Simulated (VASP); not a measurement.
# GaN (P6_3mc) in VASP: further runs

GaN is run at these levels: PBE; tasks: single point.

All numbers are computed with VASP 6.6.1; they aren't measurements. Logs are shortened: lines on timing, memory, paths and dates and some standing lists are left out, and cuts for length are marked.

**1. The cell of the first run**

The structure is hexagonal, space group P6_3mc (No. 186). Conventional cell: a = 3.180 Å, b = 3.180 Å, c = 5.166 Å, α = 90.00°, β = 90.00°, γ = 120.00°. Within 2.6 Å of Ga (site symmetry 3m) lie 4 N at 1.94 to 1.95 Å. Within 2.6 Å of N (site symmetry 3m) lie 4 Ga at 1.94 to 1.95 Å.

**2. Single point, PBE**

Contents of INCAR:

```
SYSTEM = GaN
PREC = Accurate
ENCUT = 600
EDIFF = 1E-6
ISMEAR = 0
SIGMA = 0.01
LREAL = .False.
LASPH = .True.
NELM = 120
ALGO = Normal
ISIF = 2
LWAVE = .False.
LCHARG = .True.
GGA = PE
LELF = .True.
LVHAR = .True.
NBANDS = 26
GGA_COMPAT = .False.
```

Contents of KPOINTS:

```
regular mesh
0
Gamma
  3 3 2
  0 0 0
```

Contents of POSCAR:

```
GaN
1.0
    3.1800000000      0.0000000000      0.0000000000
   -1.5900000000      2.7539600000      0.0000000000
    0.0000000000      0.0000000000      5.1660000000
Ga N
2 2
Direct
    0.3333333333      0.6666666667      0.0000000000
    0.6666666667      0.3333333333      0.5000000000
    0.3333333333      0.6666666667      0.3750000000
    0.6666666667      0.3333333333      0.8750000000
```

Potentials or basis: VASP PAW PBE potentials, release 64 (Ga_d, N).

Started as:

```bash
$ cat potpaw_PBE.64/Ga_d/POTCAR potpaw_PBE.64/N/POTCAR > POTCAR
$ mpirun -np 1 vasp_std > vasp.out
```

OUTCAR:

```text
SYSTEM = GaN
   PREC = Accurate
   ENCUT = 600
   EDIFF = 1E-6
   ISMEAR = 0
   LREAL = .False.
   LASPH = .True.
   NELM = 120
   ISIF = 2
   GGA = PE

 ion  position               nearest neighbor table
   1  0.333  0.667  0.000-   3 1.94   4 1.95   4 1.95   4 1.95
   2  0.667  0.333  0.500-   4 1.94   3 1.95   3 1.95   3 1.95
   3  0.333  0.667  0.375-   1 1.94   2 1.95   2 1.95   2 1.95
   4  0.667  0.333  0.875-   2 1.94   1 1.95   1 1.95   1 1.95

  LATTYP: Found a hexagonal cell.
 ALAT       =     3.1800000000
 C/A-ratio  =     1.6245283019

  Lattice vectors:

 A1 = (   3.1800000000,   0.0000000000,   0.0000000000)
 A2 = (  -1.5900000000,   2.7539600000,   0.0000000000)
 A3 = (   0.0000000000,   0.0000000000,   5.1660000000)

Analysis of symmetry for initial positions (statically):
=====================================================================
 Subroutine PRICEL returns:
 Original cell was already a primitive cell.

 Routine SETGRP: Setting up the symmetry group for a
 hexagonal supercell.

 Subroutine GETGRP returns: Found 12 space group operations
 (whereof  6 operations were pure point group operations)
 out of a pool of 24 trial point group operations.

The static configuration has the point symmetry C_3v.
 The point group associated with its full space group is C_6v.

Analysis of symmetry for dynamics (positions and initial velocities):
=====================================================================
 Subroutine PRICEL returns:
 Original cell was already a primitive cell.

 Routine SETGRP: Setting up the symmetry group for a
 hexagonal supercell.

 Subroutine GETGRP returns: Found 12 space group operations
 (whereof  6 operations were pure point group operations)
 out of a pool of 24 trial point group operations.

The dynamic configuration has the point symmetry C_3v.
 The point group associated with its full space group is C_6v.

 Subroutine INISYM returns: Found 12 space group operations
 (whereof  6 operations are pure point group operations),
 and found     1 'primitive' translations

----------------------------------------------------------------------------------------

                                     Primitive cell

  volume of cell :      45.2417

  direct lattice vectors                    reciprocal lattice vectors
     3.180000000  0.000000000  0.000000000     0.314465409  0.181556740  0.000000000
    -1.590000000  2.753960000  0.000000000     0.000000000  0.363113480  0.000000000
     0.000000000  0.000000000  5.166000000     0.000000000  0.000000000  0.193573364
[... 70 lines left out ...]
   LREAL  =      F    real-space projection
   EDIFFG = 0.1E-04   stopping-criterion for IOM
   NSW    =      0    number of steps for IOM
   IBRION =     -1    ionic relax: 0-MD 1-quasi-New 2-CG
   NFREE  =      0    steps in history (QN), initial steepest desc. (CG)
   ISIF   =      2    stress and relaxation
   ISYM   =      2    0-nonsym 1-usesym 2-fastsym
   POTIM  = 0.5000    time-step for ionic-motion
   TEBEG  =    0.0;   TEEND  =   0.0 temperature during run
   PSTRESS=    0.0 pullay stress
   NELECT =      36.0000    total number of electrons
   NUPDOWN=      -1.0000    fix difference up-down
   EMIN   =  10.00;   EMAX   =-10.00  energy-range for DOS
   EFERMI =   0.00;   METHOD = LEGACY
   ISMEAR =     0;   SIGMA  =   0.01  broadening in eV -4-tet -1-fermi 0-gaus
   EFERMI_NEDOS =   21; number of points for ismear=-14 and -15
   IALGO  =     38    algorithm
   IMIX   =      4    mixing-type and parameters
     AMIX     =   0.40;   BMIX     =  1.00
     AMIX_MAG =   1.60;   BMIX_MAG =  1.00
  volume/ion in A,a.u.               =      11.31        76.33
  Fermi-wavevector in a.u.,A,eV,Ry     =   1.517036  2.866783 31.312433  2.301399
  Thomas-Fermi vector in A             =   2.626346
   LORBIT       =      0    0 simple, 1 ext, 2 COOP (PROOUT), +10 PAW based schemes
   GGA     = PE    functional components
   LHFCALC =     F    Hartree Fock is set to
   AEXX    =    0.0000 exact exchange contribution
   IVDW    =     0    specifies the selected vdW correction
   LEPSILON=     F    determine dielectric tensor
   LRPA    =     F    only Hartree local field effects (RPA)
 non-spin polarized calculation
 Gauss-broadening in eV      SIGMA  =   0.01
  energy-cutoff  :      600.00
  volume of cell :       45.24
 maximum number of plane-waves:      1521
 NGX is ok and might be reduce to    28
   NGX = 13   NGY = 13   NGZ = 21

 number of electron      35.9999995 magnetization

 Free energy of the ion-electron system (eV)
  ---------------------------------------------------
  ext. energy  EPLUGINS =         0.00000000
  ---------------------------------------------------
  free energy    TOTEN  =       -23.98879565 eV

  energy without entropy =      -23.98879565  energy(sigma->0) =      -23.98879565

 E-fermi :   5.6062     XC(G=0): -11.7020

 val. band max:        5.5191180043   @ k =   0.0000   0.0000   0.0000
 cond. band min:       7.4575084655   @ k =   0.0000   0.0000   0.0000
 fundamental gap:      1.9383904612
 Fermi energy:         5.6062147541

 k-point     1 :       0.0000    0.0000    0.0000
  band No.  band energies     occupation
      1     -10.5780      2.00000
      2      -9.6330      2.00000
      3      -8.0268      2.00000
      4      -8.0014      2.00000
      5      -8.0014      2.00000
      6      -7.9370      2.00000
[... 163 lines left out ...]
     25      19.5242      0.00000
     26      19.5275      0.00000

------------------------ aborting loop because EDIFF is reached ----------------------------------------

  FORCE on cell =-STRESS in cart. coord.  units (eV):
  Direction    XX          YY          ZZ          XY          YZ          ZX
  --------------------------------------------------------------------------------------
  -------------------------------------------------------------------------------------
  Total        2.0742906      2.0742895      2.0821765      0.0000000      0.0000000     -0.0000000
  in kB       73.4583285     73.4582866     73.7375970      0.0000000      0.0000000     -0.0000000
  external PRESSURE =      73.5514040 kB  Pullay stress =       0.0000000 kB

 VOLUME and BASIS-vectors are now :
 -----------------------------------------------------------------------------
  energy-cutoff  :      600.00
  volume of cell :       45.24
      direct lattice vectors                 reciprocal lattice vectors
     3.180000000  0.000000000  0.000000000     0.314465409  0.181556740  0.000000000
    -1.590000000  2.753960000  0.000000000     0.000000000  0.363113480  0.000000000
     0.000000000  0.000000000  5.166000000     0.000000000  0.000000000  0.193573364

 POSITION                                       TOTAL-FORCE (eV/Angst)
 -----------------------------------------------------------------------------------
     -0.00000      1.83597      0.00000        -0.000000     -0.000000     -0.118509
      1.59000      0.91799      2.58300         0.000000     -0.000000     -0.118509
     -0.00000      1.83597      1.93725        -0.000000     -0.000000      0.118509
      1.59000      0.91799      4.52025        -0.000000      0.000000      0.118509
 -----------------------------------------------------------------------------------
    total drift:                               -0.000000     -0.000000     -0.000017

  FREE ENERGIE OF THE ION-ELECTRON SYSTEM (eV)
  ---------------------------------------------------
  free  energy   TOTEN  =       -23.9887956470 eV

  energy  without entropy=      -23.9887956470  energy(sigma->0) =      -23.98879565
```

OSZICAR:

```text
N       E                     dE             d eps       ncg     rms          rms(c)
DAV:   1     0.320623709427E+03    0.32062E+03   -0.18544E+04   336   0.282E+03
DAV:   2     0.176258283511E+02   -0.30300E+03   -0.28471E+03   328   0.566E+02
DAV:   3    -0.266938411610E+02   -0.44320E+02   -0.43743E+02   382   0.162E+02
DAV:   4    -0.281807107889E+02   -0.14869E+01   -0.14818E+01   332   0.329E+01
DAV:   5    -0.282166910468E+02   -0.35980E-01   -0.35951E-01   380   0.504E+00    0.111E+01
DAV:   6    -0.238860447938E+02    0.43306E+01   -0.92432E+00   512   0.505E+01    0.306E+00
DAV:   7    -0.240057155417E+02   -0.11967E+00   -0.16924E+00   324   0.965E+00    0.274E+00
DAV:   8    -0.240104767644E+02   -0.47612E-02   -0.17488E-01   470   0.664E+00    0.982E-01
DAV:   9    -0.239878229524E+02    0.22654E-01   -0.71980E-02   498   0.488E+00    0.322E-01
DAV:  10    -0.239889171563E+02   -0.10942E-02   -0.55460E-03   350   0.681E-01    0.122E-01
DAV:  11    -0.239887805686E+02    0.13659E-03   -0.12231E-03   476   0.618E-01    0.249E-02
DAV:  12    -0.239887920495E+02   -0.11481E-04   -0.12923E-04   394   0.109E-01    0.964E-03
DAV:  13    -0.239887955783E+02   -0.35289E-05   -0.17547E-05   476   0.376E-02    0.625E-03
DAV:  14    -0.239887956470E+02   -0.68680E-07   -0.21774E-06   292   0.140E-02
   1 F= -.23988796E+02 E0= -.23988796E+02  d E =-.711225E-36
```

stdout:

```text
POSCAR found type information on POSCAR GaN
 POSCAR found :  2 types and       4 ions
 scaLAPACK will be used
 LDA part: xc-table for (Slater+PW92), standard interpolation
 POSCAR, INCAR and KPOINTS ok, starting setup
 FFT: planning ... GRIDC
 FFT: planning ... GRID_SOFT
 FFT: planning ... GRID
 WAVECAR not read
 entering main loop
```

Run time: 8.1 s. Hardware: 1 thread of Intel Xeon 6975P-C (Granite Rapids), shared host; peak memory 0.17 GiB.

What came out:

```
Free energy            : -23.9888 eV
Pressure               : 7.4 GPa
Largest force          : 0.119 eV/Å
Band gap on the k mesh : 1.94 eV
```

Forces in eV/Å, atoms in the order of the input:
```
Ga   0.000  0.000 -0.119
Ga   0.000  0.000 -0.119
N    0.000  0.000  0.119
N    0.000  0.000  0.119
```

Levels at points of the mesh, in eV from the valence-band top:
```csv
k point,band 15,band 16,band 17,band 18,band 19,band 20,band 21,band 22
"(0.00, 0.00, 0.00)",-1.07,-0.07,0.00,0.00,1.94,4.24,9.24,9.84
"(0.00, 0.00, 0.50)",-0.55,-0.55,-0.55,-0.55,4.26,4.26,8.49,8.49
```

Caveat: the k points lie up to 0.76 Å⁻¹ apart.

**3. Single point, PBE**

Contents of INCAR:

```
SYSTEM = GaN
ALGO = Normal
EDIFF = 1E-6
ENCUT = 600
GGA = PE
GGA_COMPAT = .FALSE.
ISIF = 2
ISMEAR = 0
LASPH = .TRUE.
LCHARG = .TRUE.
LELF = .TRUE.
LREAL = .FALSE.
LVHAR = .TRUE.
LWAVE = .FALSE.
NBANDS = 26
NELM = 120
PREC = Accurate
SIGMA = 0.01
```

Contents of KPOINTS:

```
k-points
0
G
  6 6 2
  0 0 0
```

POSCAR is that of step 2.

Potentials or basis: VASP PAW PBE potentials, release 64 (Ga_d, N).

Started as:

```bash
$ cat potpaw_PBE.64/Ga_d/POTCAR potpaw_PBE.64/N/POTCAR > POTCAR
$ mpirun -np 1 vasp_std > vasp.out
```

Run time: 14 s. Hardware: 1 thread of Intel Xeon 6975P-C (Granite Rapids), shared host; peak memory 0.17 GiB.

It converged, with:

```yaml
Free_energy: -24.2832 eV
Pressure: 7.1 GPa
Largest_force: 0.132 eV/Å
Band_gap_on_the_k_mesh: 1.97 eV
```

Forces in eV/Å, atoms in the order of the input:
```
Ga   0.000  0.000 -0.132
Ga   0.000  0.000 -0.132
N    0.000  0.000  0.132
N    0.000  0.000  0.132
```

Stress tensor (GPa, compression positive):
```
6.39 0.00 0.00
0.00 6.39 0.00
0.00 0.00 8.62
```

Levels at points of the mesh, in eV from the valence-band top:
| k point | band 15 | band 16 | band 17 | band 18 | band 19 | band 20 | band 21 | band 22 |
| --- | --- | --- | --- | --- | --- | --- | --- | --- |
| (0.00, 0.00, 0.00) | -1.06 | -0.06 | 0.00 | 0.00 | 1.97 | 4.30 | 9.26 | 9.92 |
| (0.50, 0.00, 0.00) | -4.27 | -2.78 | -2.26 | -0.99 | 5.08 | 5.61 | 6.08 | 8.67 |
| (0.00, 0.00, 0.50) | -0.55 | -0.55 | -0.55 | -0.55 | 4.29 | 4.29 | 8.54 | 8.54 |
| (0.50, 0.00, 0.50) | -1.96 | -1.96 | -1.93 | -1.93 | 4.43 | 4.43 | 7.84 | 7.84 |

Caveat: the k points lie up to 0.61 Å⁻¹ apart. Expect the measured gap to be larger: semilocal functionals such as PBE lack the derivative discontinuity.
